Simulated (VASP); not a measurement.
# Sb (R-3m) in VASP: a series of runs, part 2 of 2

VASP 6.6.1. Earlier steps stand in the parts before.

### Step 3. Single point, PBE (volume scaled by 0.99)

Contents of INCAR:

```
PREC = Accurate
ENCUT = 520
EDIFF = 1E-7
ISMEAR = -1
SIGMA = 0.05
LREAL = F
LASPH = T
NELM = 80
ALGO = Normal
ISIF = 2
LWAVE = F
LCHARG = F
GGA = PE
NBANDS = 12
```

Contents of KPOINTS:

```
regular mesh
0
Gamma
  9 9 9
```

Contents of POSCAR:

```
Sb
1.0
    2.1434076350      1.2374969751      3.7314781673
   -2.1434076350      1.2374969751      3.7314781673
    0.0000000000     -2.4749939500      3.7314781673
Sb
2
Direct
    0.2336400000      0.2336400000      0.2336400000
    0.7663600000      0.7663600000      0.7663600000
```

Potentials or basis: VASP PAW PBE potentials, release 64 (Sb).

Run with:

```bash
$ cat potpaw_PBE.64/Sb/POTCAR > POTCAR
$ mpirun -np 1 vasp_std > vasp.out
```

OUTCAR:

```text
PREC = Accurate
   ENCUT = 520
   EDIFF = 1E-7
   ISMEAR = -1
   LREAL = F
   LASPH = T
   NELM = 80
   ISIF = 2
   GGA = PE

 ion  position               nearest neighbor table
   1  0.234  0.234  0.234-   2 2.89   2 2.89   2 2.89   2 3.33   2 3.33   2 3.33
   2  0.766  0.766  0.766-   1 2.89   1 2.89   1 2.89   1 3.33   1 3.33   1 3.33

  LATTYP: Found a trigonal (rhomboedric) cell.
 ALAT       =     4.4776695240
 COS(alpha) =     0.5417151843

  Lattice vectors:

 A1 = (   2.1434076350,   1.2374969751,   3.7314781673)
 A2 = (  -2.1434076350,   1.2374969751,   3.7314781673)
 A3 = (   0.0000000000,  -2.4749939500,   3.7314781673)

Analysis of symmetry for initial positions (statically):
=====================================================================
 Subroutine PRICEL returns:
 Original cell was already a primitive cell.

 Routine SETGRP: Setting up the symmetry group for a
 trigonal (rhombohedral) supercell.

 Subroutine GETGRP returns: Found 12 space group operations
 (whereof 12 operations were pure point group operations)
 out of a pool of 12 trial point group operations.

[... 175 lines left out ...]
      5       5.6631      2.00000
      6       9.5832      0.00000
      7      10.2295      0.00000
      8      10.2295      0.00000
      9      12.5615      0.00000
     10      12.5615      0.00000
     11      12.7417      0.00000
     12      14.0474      0.00000
[... 331 lines left out ...]
 k-point    24 :       0.4444    0.4444   -0.0000
  band No.  band energies     occupation
      1      -3.0832      2.00000
      2      -0.4107      2.00000
      3       2.1431      2.00000
      4       3.7348      2.00000
      5       3.7988      2.00000
      6       9.0092      0.00000
      7      12.4491      0.00000
      8      13.0077      0.00000
      9      14.1233      0.00000
     10      16.0846      0.00000
     11      17.2300      0.00000
     12      18.3214      0.00000

 [... further k-points ...]

------------------------ aborting loop because EDIFF is reached ----------------------------------------

  FORCE on cell =-STRESS in cart. coord.  units (eV):
  Direction    XX          YY          ZZ          XY          YZ          ZX
  --------------------------------------------------------------------------------------
  -------------------------------------------------------------------------------------
  Total        1.5173403      1.5173403      1.2703834      0.0000000      0.0000000      0.0000000
  in kB       40.9366686     40.9366686     34.2739618      0.0000000      0.0000000      0.0000000
  external PRESSURE =      38.7157664 kB  Pullay stress =       0.0000000 kB

 VOLUME and BASIS-vectors are now :
 -----------------------------------------------------------------------------
  energy-cutoff  :      520.00
  volume of cell :       59.39
      direct lattice vectors                 reciprocal lattice vectors
     2.143407635  1.237496975  3.731478167     0.233273406  0.134680464  0.089330104
    -2.143407635  1.237496975  3.731478167    -0.233273406  0.134680464  0.089330104
     0.000000000 -2.474993950  3.731478167     0.000000000 -0.269360928  0.089330104

 POSITION                                       TOTAL-FORCE (eV/Angst)
 -----------------------------------------------------------------------------------
      0.00000      0.00000      2.61547         0.000000      0.000000      0.300627
      0.00000      0.00000      8.57897         0.000000     -0.000000     -0.300627
 -----------------------------------------------------------------------------------
    total drift:                                0.000000     -0.000000      0.000000

  FREE ENERGIE OF THE ION-ELECTRON SYSTEM (eV)
  ---------------------------------------------------
  free  energy   TOTEN  =        -8.2361052223 eV

  energy  without entropy=       -8.2342399040  energy(sigma->0) =       -8.23517256
```

stdout:

```text
POSCAR found type information on POSCAR Sb
 POSCAR found :  1 types and       2 ions
 scaLAPACK will be used
 LDA part: xc-table for (Slater+PW92), standard interpolation
 POSCAR, INCAR and KPOINTS ok, starting setup
 FFT: planning ... GRIDC
 FFT: planning ... GRID_SOFT
 FFT: planning ... GRID
 WAVECAR not read
 entering main loop
```

Wall time 39 s (1 thread of AMD EPYC 9R45 (Zen 5), shared host); peak memory 0.19 GiB.

What came out:

```
Free energy            : -8.2361 eV
Pressure               : 3.9 GPa
Largest force          : 0.301 eV/Å
Band gap on the k mesh : 0.04 eV, indirect (least direct gap 0.48 eV)
```

Forces on the atoms (eV/Å):
```
Sb   0.000  0.000  0.301
Sb   0.000  0.000 -0.301
```

Caveat: spin-orbit coupling is left out, which moves the levels of the heavy elements.

### Step 4. Single point, PBE (volume scaled by 1.01)

Contents of INCAR:

```
SYSTEM = Sb
  PREC = Accurate
  ENCUT = 520
  EDIFF = 1E-6
  ISMEAR = -1
  SIGMA = 0.05
  LREAL = .False.
  LASPH = .True.
  NELM = 60
  ALGO = Normal
  ISIF = 2
  LWAVE = .False.
  LCHARG = .False.
  GGA = PE
  NBANDS = 12
```

Contents of KPOINTS:

```
regular mesh
0
Gamma
  9 9 9
  0 0 0
```

Contents of POSCAR:

```
Sb
1.0
    2.1577452361      1.2457747929      3.7564386296
   -2.1577452361      1.2457747929      3.7564386296
    0.0000000000     -2.4915495857      3.7564386296
Sb
2
Direct
    0.2336400000      0.2336400000      0.2336400000
    0.7663600000      0.7663600000      0.7663600000
```

Run with:

```bash
$ cat potpaw_PBE.64/Sb/POTCAR > POTCAR
$ mpirun -np 1 vasp_std > vasp.out
```

Wall time 30 s (1 thread of AMD EPYC 9R45 (Zen 5), shared host); peak memory 0.19 GiB.

It converged, with:

```
Free energy            : -8.2601 eV
Pressure               : 2.6 GPa
Largest force          : 0.189 eV/Å
Band gap on the k mesh : 0.09 eV, indirect (least direct gap 0.49 eV)
```

Forces in eV/Å, atoms in the order of the input:
```
Sb   0.000  0.000  0.189
Sb   0.000  0.000 -0.189
```

Stress tensor (GPa, compression positive):
```
2.72 0.00 0.00
0.00 2.72 0.00
0.00 0.00 2.29
```

Levels at points of the mesh, in eV from the valence-band top:
```
           k point  band 1  band 2  band 3  band 4  band 5  band 6  band 7  band 8  band 9  band 10
(0.00, 0.00, 0.00)  -12.63   -4.74   -1.98   -1.73   -1.73    2.14    2.76    2.76    5.14     5.14
```

Caveat: spin-orbit coupling is left out, which moves the levels of the heavy elements.

### Step 5. The runs side by side

```csv
cell,gap on the mesh (eV),pressure (GPa),largest force (eV/Å)
"a = 4.463 Å, angles 57.2°, 2 atoms",-,4.6,0.36
"a = 4.478 Å, angles 57.2°, 2 atoms",0.04,3.9,0.30
"a = 4.508 Å, angles 57.2°, 2 atoms",0.09,2.6,0.19
```

Alike in all rows: task single point; level PBE; potentials or basis VASP PAW PBE potentials, release 64 (Sb); no spin polarisation; k mesh 9 × 9 × 9; cutoff (eV) 520; smearing fermi-dirac 0.05 eV.

Caveats: spin-orbit coupling is left out, which moves the levels of the heavy elements.

Total energies depend on the potentials used, so only differences within one code and one set of settings carry meaning.
